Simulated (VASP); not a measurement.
A run of VASP 6.6.1:

The input INCAR:

```
PREC = Accurate ; ENCUT = 520
EDIFF = 1E-8 ; ISMEAR = -1
SIGMA = 0.03 ; LREAL = F
LASPH = T ; NELM = 80
ALGO = Normal ; ISIF = 2
LWAVE = F ; LCHARG = F
LEFG = T ; NBANDS = 12
```

Contents of KPOINTS:

```
regular mesh
0
Gamma
  13 13 13
```

POSCAR

```
Nb
1.0
    0.0000000000      2.1008049414      2.1008049414
    2.1008049414      0.0000000000      2.1008049414
    2.1008049414      2.1008049414      0.0000000000
Nb
1
Direct
    0.0000000000      0.0000000000      0.0000000000
```

Potentials or basis: VASP PAW LDA potentials, release 64 (Nb_sv).

Run with:

```bash
$ cat potpaw_LDA.64/Nb_sv/POTCAR > POTCAR
$ mpirun -np 1 vasp_std > vasp.out
```

Hardware: 1 thread of Intel(R) Xeon(R) 6975P-C (Granite Rapids) (shared host).

Question: Estimate the wall time of this run.

Answer: It took 7.5 s on 1 thread of Intel(R) Xeon(R) 6975P-C (Granite Rapids), with other jobs on the host, peak memory 0.13 GiB. Counts: scf iterations 14, k points 84.
